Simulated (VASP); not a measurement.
# SnO2 (P4_2/mnm) in VASP: notebook

Runs on SnO2. Level: PBE. Tasks: single point, relaxation of cell and atoms.

All numbers are computed with VASP 6.6.1; they aren't measurements. Logs are shortened: lines on timing, memory, paths and dates and some standing lists are left out, and cuts for length are marked.

## 1. The cell of the first run

Symmetry: P4_2/mnm, No. 136, tetragonal system. Conventional cell: a = 4.828 Å, b = 4.828 Å, c = 3.238 Å, α = 90.00°, β = 90.00°, γ = 90.00°. Within 2.8 Å of Sn (site symmetry mmm) lie 6 O at 2.09 Å. Within 2.8 Å of O (site symmetry m2m) lie 3 Sn at 2.09 Å and 1 O at 2.64 Å.

## 2. Single point, PBE

INCAR

```
PREC     = Accurate       # precision mode
ENCUT    = 520            # plane-wave cutoff, eV
EDIFF    = 1E-6           # SCF threshold, eV
ISMEAR   = 0              # smearing method
SIGMA    = 0.02           # smearing width, eV
LREAL    = F              # projectors in reciprocal space
LASPH    = T              # aspherical terms in the spheres
NELM     = 100            # most SCF steps
ALGO     = Normal         # electronic algorithm
ISIF     = 2              # what is computed and relaxed
LWAVE    = F              # write WAVECAR
LCHARG   = F              # write CHGCAR
GGA      = PE             # functional
NBANDS   = 35             # bands
```

KPOINTS

```
Automatic mesh
0
Gamma
  6 6 8
```

POSCAR

```
SnO2
1.0
    4.8277049961      0.0000000000      0.0000000000
    0.0000000000      4.8277049961      0.0000000000
    0.0000000000      0.0000000000      3.2379909406
Sn O
2 4
Direct
    0.0000000000      0.0000000000      0.0000000000
    0.5000000000      0.5000000000      0.5000000000
    0.3066050863      0.3066050863      0.0000000000
    0.1933949137      0.8066050863      0.5000000000
    0.6933949137      0.6933949137      0.0000000000
    0.8066050863      0.1933949137      0.5000000000
```

Potentials or basis: VASP PAW PBE potentials, release 64 (Sn_d, O).

Run with:

```sh
cat potpaw_PBE.64/Sn_d/POTCAR potpaw_PBE.64/O/POTCAR > POTCAR
mpirun -np 1 vasp_std > vasp.out
```

OUTCAR:

```text
PREC = Accurate
   ENCUT = 520
   EDIFF = 1E-6
   ISMEAR = 0
   LREAL = F
   LASPH = T
   NELM = 100
   ISIF = 2
   GGA = PE

 ion  position               nearest neighbor table
   1  0.000  0.000  0.000-   4 2.09   6 2.09   4 2.09   6 2.09   5 2.09   3 2.09
   2  0.500  0.500  0.500-   3 2.09   5 2.09   3 2.09   5 2.09   4 2.09   6 2.09
   3  0.307  0.307  0.000-   2 2.09   2 2.09   1 2.09
   4  0.193  0.807  0.500-   1 2.09   1 2.09   2 2.09
   5  0.693  0.693  0.000-   2 2.09   2 2.09   1 2.09
   6  0.807  0.193  0.500-   1 2.09   1 2.09   2 2.09

  LATTYP: Found a simple tetragonal cell.
 ALAT       =     4.8277049961
 C/A-ratio  =     0.6707101911

  Lattice vectors:

 A1 = (   4.8277049961,   0.0000000000,   0.0000000000)
 A2 = (   0.0000000000,   4.8277049961,   0.0000000000)
 A3 = (   0.0000000000,   0.0000000000,   3.2379909406)

Analysis of symmetry for initial positions (statically):
=====================================================================
 Subroutine PRICEL returns:
 Original cell was already a primitive cell.

 Routine SETGRP: Setting up the symmetry group for a
 simple tetragonal supercell.

 Subroutine GETGRP returns: Found 16 space group operations
 (whereof  8 operations were pure point group operations)
 out of a pool of 16 trial point group operations.

The static configuration has the point symmetry D_2h.
 The point group associated with its full space group is D_4h.

Analysis of symmetry for dynamics (positions and initial velocities):
=====================================================================
 Subroutine PRICEL returns:
 Original cell was already a primitive cell.

 Routine SETGRP: Setting up the symmetry group for a
 simple tetragonal supercell.

 Subroutine GETGRP returns: Found 16 space group operations
 (whereof  8 operations were pure point group operations)
 out of a pool of 16 trial point group operations.

The dynamic configuration has the point symmetry D_2h.
 The point group associated with its full space group is D_4h.

 Subroutine INISYM returns: Found 16 space group operations
 (whereof  8 operations are pure point group operations),
 and found     1 'primitive' translations

----------------------------------------------------------------------------------------

                                     Primitive cell

  volume of cell :      75.4670

  direct lattice vectors                    reciprocal lattice vectors
     4.827704996  0.000000000  0.000000000     0.207137760  0.000000000  0.000000000
     0.000000000  4.827704996  0.000000000     0.000000000  0.207137760  0.000000000
     0.000000000  0.000000000  3.237990941     0.000000000  0.000000000  0.308833477

  length of vectors
     4.827704996  4.827704996  3.237990941     0.207137760  0.207137760  0.308833477

  position of ions in fractional coordinates (direct lattice)
     0.000000000  0.000000000  0.000000000
     0.500000000  0.500000000  0.500000000
     0.306605086  0.306605086  0.000000000
     0.193394914  0.806605086  0.500000000
     0.693394914  0.693394914  0.000000000
     0.806605086  0.193394914  0.500000000

  ion indices of the primitive-cell ions
   primitive index   ion index
                 1           1
                 2           2
                 3           3
                 4           4
                 5           5
                 6           6

----------------------------------------------------------------------------------------

 KPOINTS: Automatic mesh

Automatic generation of k-mesh.
 Grid dimensions read from file:
 generate k-points for:    6    6    8

 Generating k-lattice:

  Cartesian coordinates                     Fractional coordinates (reciprocal lattice)
     0.034522960  0.000000000  0.000000000     0.166666667  0.000000000  0.000000000
     0.000000000  0.034522960  0.000000000     0.000000000  0.166666667  0.000000000
     0.000000000  0.000000000  0.038604185     0.000000000  0.000000000  0.125000000

  Length of vectors
     0.034522960  0.034522960  0.038604185

[... 45 lines left out ...]

 number of electron      52.0000002 magnetization

 Free energy of the ion-electron system (eV)
  ---------------------------------------------------
  ext. energy  EPLUGINS =         0.00000000
  ---------------------------------------------------
  free energy    TOTEN  =       -37.31099137 eV

  energy without entropy =      -37.31099137  energy(sigma->0) =      -37.31099137

 E-fermi :   5.6682     XC(G=0): -10.9755

 val. band max:        5.5304216865   @ k =   0.0000   0.0000   0.0000
 cond. band min:       6.1996510046   @ k =   0.0000   0.0000   0.0000
 fundamental gap:      0.6692293181
 Fermi energy:         5.6682370041

 k-point     1 :       0.0000    0.0000    0.0000
  band No.  band energies     occupation
      1     -15.5049      2.00000
      2     -14.8411      2.00000
      3     -14.6475      2.00000
      4     -14.6203      2.00000
      5     -14.6203      2.00000
      6     -14.5543      2.00000
[... 27 lines left out ...]
     34      17.0101      0.00000
     35      17.7923      0.00000

 k-point     2 :       0.1667    0.0000    0.0000
  band No.  band energies     occupation
      1     -15.4675      2.00000
      2     -14.8830      2.00000
      3     -14.6467      2.00000
      4     -14.6188      2.00000
      5     -14.6187      2.00000
      6     -14.5828      2.00000
[... 27 lines left out ...]
     34      17.1120      0.00000
     35      17.7861      0.00000

 k-point     3 :       0.3333    0.0000    0.0000
  band No.  band energies     occupation
      1     -15.3596      2.00000
      2     -15.0160      2.00000
      3     -14.6440      2.00000
      4     -14.6208      2.00000
      5     -14.6158      2.00000
      6     -14.6157      2.00000
[... 27 lines left out ...]
     34      17.4746      0.00000
     35      17.7677      0.00000
[... 723 lines left out ...]
 k-point    23 :       0.3333    0.0000    0.2500
  band No.  band energies     occupation
      1     -15.2641      2.00000
      2     -15.1424      2.00000
      3     -14.8618      2.00000
      4     -14.6797      2.00000
      5     -14.5545      2.00000
      6     -14.5478      2.00000
[... 27 lines left out ...]
     34      17.4092      0.00000
     35      17.7418      0.00000

 k-point    24 :       0.5000    0.0000    0.2500
  band No.  band energies     occupation
      1     -15.2214      2.00000
      2     -15.2214      2.00000
      3     -14.7572      2.00000
      4     -14.7572      2.00000
      5     -14.5502      2.00000
      6     -14.5502      2.00000
[... 27 lines left out ...]
     34      17.5168      0.00000
     35      17.7989      0.00000

 [... further k-points ...]

------------------------ aborting loop because EDIFF is reached ----------------------------------------

  FORCE on cell =-STRESS in cart. coord.  units (eV):
  Direction    XX          YY          ZZ          XY          YZ          ZX
  --------------------------------------------------------------------------------------
  -------------------------------------------------------------------------------------
  Total        0.2372248      0.2372248      0.3847800      0.0000000      0.0000000      0.0000000
  in kB        5.0363239      5.0363239      8.1689453      0.0000000      0.0000000      0.0000000
  external PRESSURE =       6.0805311 kB  Pullay stress =       0.0000000 kB

 VOLUME and BASIS-vectors are now :
 -----------------------------------------------------------------------------
  energy-cutoff  :      520.00
  volume of cell :       75.47
      direct lattice vectors                 reciprocal lattice vectors
     4.827704996  0.000000000  0.000000000     0.207137760  0.000000000  0.000000000
     0.000000000  4.827704996  0.000000000     0.000000000  0.207137760  0.000000000
     0.000000000  0.000000000  3.237990941     0.000000000  0.000000000  0.308833477

 POSITION                                       TOTAL-FORCE (eV/Angst)
 -----------------------------------------------------------------------------------
      0.00000      0.00000      0.00000         0.000000      0.000000      0.000000
      2.41385      2.41385      1.61900         0.000000      0.000000      0.000000
      1.48020      1.48020      0.00000        -0.014368     -0.014368      0.000000
      0.93365      3.89405      1.61900         0.014368     -0.014368      0.000000
      3.34751      3.34751      0.00000         0.014368      0.014368      0.000000
      3.89405      0.93365      1.61900        -0.014368      0.014368      0.000000
 -----------------------------------------------------------------------------------
    total drift:                                0.000000      0.000000      0.000000

  FREE ENERGIE OF THE ION-ELECTRON SYSTEM (eV)
  ---------------------------------------------------
  free  energy   TOTEN  =       -37.3109913705 eV

  energy  without entropy=      -37.3109913705  energy(sigma->0) =      -37.31099137
```

Run time: 1.7 min. Hardware: 1 thread of Intel Xeon 8259CL, shared host; peak memory 0.24 GiB.

Results:

```
Free energy            : -37.3110 eV
Pressure               : 0.6 GPa
Largest force          : 0.020 eV/Å
Band gap on the k mesh : 0.67 eV
```

Forces on the atoms (eV/Å):
```
Sn   0.000  0.000  0.000
Sn   0.000  0.000  0.000
O   -0.014 -0.014  0.000
O    0.014 -0.014  0.000
O    0.014  0.014  0.000
O   -0.014  0.014  0.000
```

Levels at points of the mesh, in eV from the valence-band top:
```
           k point  band 22  band 23  band 24  band 25  band 26  band 27  band 28  band 29  band 30  band 31
(0.00, 0.00, 0.00)    -1.26    -1.26    -0.74    -0.74     0.00     0.67     5.69     6.06     6.06    10.12
(0.50, 0.00, 0.00)    -1.90    -1.21    -1.21    -0.61    -0.61     3.88     3.88     6.81     6.81    10.40
(0.50, 0.50, 0.00)    -1.87    -1.33    -1.33    -0.85    -0.85     4.27     4.27     7.15     7.15    10.48
(0.00, 0.00, 0.50)    -2.57    -1.53    -1.53    -1.18    -1.18     5.59     5.59     9.36     9.36    10.31
(0.50, 0.00, 0.50)    -1.66    -1.02    -1.02    -0.75    -0.75     5.85     5.85     7.60     7.60    10.58
(0.50, 0.50, 0.50)    -2.43    -0.92    -0.92    -0.78    -0.78     4.35     4.35     8.61     8.61    10.57
```

Caveat: spin-orbit coupling is left out, which moves the levels of the heavy elements. PBE gaps usually lie below the measured ones, often by a third to a half.

## 3. Single point, PBE

INCAR

```
  PREC = Accurate
  ENCUT = 520
  EDIFF = 1E-6
  ISMEAR = 0
  SIGMA = 0.05
  LREAL = False
  LASPH = True
  NELM = 100
  ALGO = Normal
  ISIF = 2
  LWAVE = False
  LCHARG = True
  GGA = PE
  LELF = True
  LVHAR = True
  NBANDS = 35
```

KPOINTS is that of step 2.

POSCAR is that of step 2.

Potentials or basis: VASP PAW PBE potentials, release 64 (Sn_d, O).

Run with:

```sh
cat potpaw_PBE.64/Sn_d/POTCAR potpaw_PBE.64/O/POTCAR > POTCAR
mpirun -np 1 vasp_std > vasp.out
```

It took 1.8 min on 1 thread of Intel Xeon 8259CL, shared host; peak memory 0.24 GiB.

It converged, with:

| Property | Result |
| --- | --- |
| Free energy | -37.3110 eV |
| Pressure | 0.6 GPa |
| Largest force | 0.020 eV/Å |
| Band gap on the k mesh | 0.67 eV |

Forces in eV/Å, atoms in the order of the input:
```
Sn   0.000  0.000  0.000
Sn   0.000  0.000  0.000
O   -0.014 -0.014  0.000
O    0.014 -0.014  0.000
O    0.014  0.014  0.000
O   -0.014  0.014  0.000
```

Stress tensor (GPa, compression positive):
```
0.50 0.00 0.00
0.00 0.50 0.00
0.00 0.00 0.82
```

Levels at points of the mesh, in eV from the valence-band top:
```
           k point  band 24  band 25  band 26  band 27  band 28  band 29
(0.00, 0.00, 0.00)    -0.74    -0.74     0.00     0.67     5.69     6.06
(0.50, 0.00, 0.00)    -1.21    -0.61    -0.61     3.88     3.88     6.81
(0.50, 0.50, 0.00)    -1.33    -0.85    -0.85     4.27     4.27     7.15
(0.00, 0.00, 0.50)    -1.53    -1.18    -1.18     5.59     5.59     9.36
(0.50, 0.00, 0.50)    -1.02    -0.75    -0.75     5.85     5.85     7.60
(0.50, 0.50, 0.50)    -0.92    -0.78    -0.78     4.35     4.35     8.61
```

Caveat: spin-orbit coupling is left out, which moves the levels of the heavy elements.

## 4. Relaxation of cell and atoms, PBE

This run uses another cell than the first one, of 11.92 Å³/atom.

INCAR

```
SYSTEM = SnO2
  PREC = Accurate
  ENCUT = 600
  EDIFF = 1E-7
  ISMEAR = 0
  SIGMA = 0.1
  LREAL = .FALSE.
  LASPH = .TRUE.
  NELM = 60
  ALGO = Normal
  ISIF = 3
  LWAVE = .FALSE.
  LCHARG = .FALSE.
  GGA = PE
  IBRION = 2
  NSW = 100
  EDIFFG = -0.05
```

KPOINTS

```
Automatic mesh
0
G
  4 4 6
  0 0 0
```

POSCAR

```
SnO2
1.0
    4.7373500000      0.0000000000      0.0000000000
    0.0000000000      4.7373500000      0.0000000000
    0.0000000000      0.0000000000      3.1864000000
Sn O
2 4
Direct
    0.0000000000      0.0000000000      0.0000000000
    0.5000000000      0.5000000000      0.5000000000
    0.3056200000      0.3056200000      0.0000000000
    0.1943800000      0.8056200000      0.5000000000
    0.6943800000      0.6943800000      0.0000000000
    0.8056200000      0.1943800000      0.5000000000
```

Run with:

```sh
cat potpaw_PBE.64/Sn_d/POTCAR potpaw_PBE.64/O/POTCAR > POTCAR
mpirun -np 1 vasp_std > vasp.out
```

It took 4.8 min on 1 thread of Intel Xeon 8259CL, shared host; peak memory 0.24 GiB.

It converged, with:

```yaml
Free_energy: -37.3099 eV
Relaxed_volume: 12.59 Å³/atom
Relaxed_cell: a = 4.825 Å, b = 4.825 Å, c = 3.245 Å, α = 90.00°, β = 90.00°, γ = 90.00°
Space_group_after_relaxing_to_0.1_Å: P4_2/mnm (No. 136)
Energy_gained_by_relaxing: 22.7 meV/atom
Ionic_steps: 5
Pressure_after_relaxing: 0.1 GPa
Largest_force_after_relaxing: 0.018 eV/Å
Band_gap_on_the_k_mesh: 0.64 eV
```

Forces in eV/Å, atoms in the order of the input:
```
Sn   0.000  0.000  0.000
Sn   0.000  0.000  0.000
O    0.013  0.013  0.000
O   -0.013  0.013  0.000
O   -0.013 -0.013  0.000
O    0.013 -0.013  0.000
```

Stress tensor (GPa, compression positive):
```
 0.25  0.00  0.00
 0.00  0.25  0.00
 0.00  0.00 -0.10
```

The path:
```tsv
step	energy change (eV)	largest force (eV/Å)	pressure (GPa)	volume (Å³)
1	0.0000	0.0509	11.32	71.51
2	0.0457	0.3229	-9.94	80.58
3	-0.1327	0.1553	0.00	75.47
4	-0.1327	0.1518	0.19	75.39
5	-0.1361	0.0179	0.13	75.54
```

Final structure:
```cif
data_structure
_symmetry_space_group_name_H-M 'P 1'
_symmetry_Int_Tables_number 1
_cell_length_a 4.8251
_cell_length_b 4.8251
_cell_length_c 3.2448
_cell_angle_alpha 90.000
_cell_angle_beta 90.000
_cell_angle_gamma 90.000
_cell_volume 75.54
loop_
_atom_site_label
_atom_site_type_symbol
_atom_site_fract_x
_atom_site_fract_y
_atom_site_fract_z
_atom_site_occupancy
Sn1 Sn 0.00000 0.00000 0.00000 1
Sn2 Sn 0.50000 0.50000 0.50000 1
O1 O 0.30641 0.30641 0.00000 1
O2 O 0.19359 0.80641 0.50000 1
O3 O 0.69359 0.69359 0.00000 1
O4 O 0.80641 0.19359 0.50000 1
```

Levels at points of the mesh, in eV from the valence-band top:
| k point | band 22 | band 23 | band 24 | band 25 | band 26 | band 27 | band 28 | band 29 | band 30 | band 31 |
| --- | --- | --- | --- | --- | --- | --- | --- | --- | --- | --- |
| (0.00, 0.00, 0.00) | -1.26 | -1.26 | -0.74 | -0.74 | 0.00 | 0.64 | 5.66 | 6.04 | 6.04 | 10.07 |
| (0.50, 0.00, 0.00) | -1.90 | -1.21 | -1.21 | -0.60 | -0.60 | 3.86 | 3.86 | 6.78 | 6.78 | 10.41 |
| (0.50, 0.50, 0.00) | -1.88 | -1.33 | -1.33 | -0.85 | -0.85 | 4.25 | 4.25 | 7.13 | 7.13 | 10.49 |
| (0.00, 0.00, 0.50) | -2.58 | -1.53 | -1.53 | -1.18 | -1.18 | 5.56 | 5.56 | 9.36 | 9.36 | 10.27 |
| (0.50, 0.00, 0.50) | -1.66 | -1.01 | -1.01 | -0.75 | -0.75 | 5.83 | 5.83 | 7.61 | 7.61 | 10.54 |
| (0.50, 0.50, 0.50) | -2.42 | -0.91 | -0.91 | -0.78 | -0.78 | 4.33 | 4.33 | 8.61 | 8.61 | 10.53 |

Caveat: spin-orbit coupling is left out, which moves the levels of the heavy elements.

## 5. Relaxation of cell and atoms, PBE

INCAR

```
ALGO = Normal ; EDIFF = 1E-6
EDIFFG = -0.005 ; ENCUT = 600
GGA = PE ; IBRION = 2
ISIF = 3 ; ISMEAR = 0
LASPH = True ; LCHARG = False
LREAL = False ; LWAVE = False
NELM = 80 ; NSW = 100
PREC = Accurate ; SIGMA = 0.02
```

KPOINTS

```
k-points
0
Gamma
  6 6 8
```

POSCAR

```
SnO2
1.0
    4.8255985781      0.0000000000      0.0000000000
    0.0000000000      4.8255985781      0.0000000000
    0.0000000000      0.0000000000      3.2373309933
Sn O
2 4
Direct
    0.0000000000      0.0000000000      0.0000000000
    0.5000000000      0.5000000000      0.5000000000
    0.3067461617      0.3067461617      0.0000000000
    0.1932538383      0.8067461617      0.5000000000
    0.6932538383      0.6932538383      0.0000000000
    0.8067461617      0.1932538383      0.5000000000
```

Run with:

```sh
cat potpaw_PBE.64/Sn_d/POTCAR potpaw_PBE.64/O/POTCAR > POTCAR
mpirun -np 1 vasp_std > vasp.out
```

Run time: 6.7 min. Hardware: 1 thread of Intel Xeon 8259CL, shared host; peak memory 0.29 GiB.

It converged, with:

```yaml
Free_energy: -37.3203 eV
Relaxed_volume: 12.60 Å³/atom
Relaxed_cell: a = 4.830 Å, b = 4.830 Å, c = 3.242 Å, α = 90.00°, β = 90.00°, γ = 90.00°
Space_group_after_relaxing_to_0.1_Å: P4_2/mnm (No. 136)
Energy_gained_by_relaxing: 0.1 meV/atom
Ionic_steps: 5
Pressure_after_relaxing: 0.0 GPa
Band_gap_on_the_k_mesh: 0.64 eV
```

The path:
| step | energy change (eV) | largest force (eV/Å) | pressure (GPa) | volume (Å³) |
| --- | --- | --- | --- | --- |
| 1 | 0.0000 | 0.0428 | 0.65 | 75.39 |
| 2 | 0.0002 | 0.0271 | -0.78 | 75.94 |
| 3 | -0.0006 | 0.0107 | -0.02 | 75.64 |
| 4 | -0.0006 | 0.0099 | -0.03 | 75.64 |
| 5 | -0.0006 | 0.0019 | 0.01 | 75.63 |

Final structure:
```cif
data_structure
_symmetry_space_group_name_H-M 'P 1'
_symmetry_Int_Tables_number 1
_cell_length_a 4.8298
_cell_length_b 4.8298
_cell_length_c 3.2421
_cell_angle_alpha 90.000
_cell_angle_beta 90.000
_cell_angle_gamma 90.000
_cell_volume 75.63
loop_
_atom_site_label
_atom_site_type_symbol
_atom_site_fract_x
_atom_site_fract_y
_atom_site_fract_z
_atom_site_occupancy
Sn1 Sn 0.00000 0.00000 0.00000 1
Sn2 Sn 0.50000 0.50000 0.50000 1
O1 O 0.30654 0.30654 0.00000 1
O2 O 0.19346 0.80654 0.50000 1
O3 O 0.69346 0.69346 0.00000 1
O4 O 0.80654 0.19346 0.50000 1
```

Levels at points of the mesh, in eV from the valence-band top:
```tsv
k point	band 23	band 24	band 25	band 26	band 27	band 28	band 29	band 30
(0.00, 0.00, 0.00)	-1.26	-0.74	-0.74	0.00	0.64	5.66	6.04	6.04
(0.50, 0.00, 0.00)	-1.21	-1.21	-0.60	-0.60	3.86	3.86	6.79	6.79
(0.50, 0.50, 0.00)	-1.33	-1.33	-0.85	-0.85	4.25	4.25	7.13	7.13
(0.00, 0.00, 0.50)	-1.52	-1.52	-1.18	-1.18	5.56	5.56	9.35	9.35
(0.50, 0.00, 0.50)	-1.01	-1.01	-0.75	-0.75	5.82	5.82	7.59	7.59
(0.50, 0.50, 0.50)	-0.91	-0.91	-0.78	-0.78	4.32	4.32	8.60	8.60
```

Caveat: spin-orbit coupling is left out, which moves the levels of the heavy elements.

## 6. Summary

| task | cell | k mesh | cutoff (eV) | smearing | gap on the mesh (eV) | pressure (GPa) | relaxed volume (Å³/atom) | largest force (eV/Å) |
| --- | --- | --- | --- | --- | --- | --- | --- | --- |
| single point | a = 4.828, b = 4.828, c = 3.238 Å, 6 atoms | 6 × 6 × 8 | 520 | gaussian 0.02 eV | 0.67 | 0.6 | - | 0.02 |
| single point | a = 4.828, b = 4.828, c = 3.238 Å, 6 atoms | 6 × 6 × 8 | 520 | gaussian 0.05 eV | 0.67 | 0.6 | - | 0.02 |
| relaxation of cell and atoms | relaxed from a = 4.737, b = 4.737, c = 3.186 Å, 6 atoms | 4 × 4 × 6 | 600 | gaussian 0.1 eV | 0.64 | 0.1 | 12.59 | 0.02 |
| relaxation of cell and atoms | relaxed from a = 4.826, b = 4.826, c = 3.237 Å, 6 atoms | 6 × 6 × 8 | 600 | gaussian 0.02 eV | 0.64 | 0.0 | 12.60 | - |

Alike in all rows: level PBE; potentials or basis VASP PAW PBE potentials, release 64 (Sn_d, O); no spin polarisation.

Caveats: spin-orbit coupling is left out, which moves the levels of the heavy elements.

Absolute energies hang on the potentials; compare differences alone.
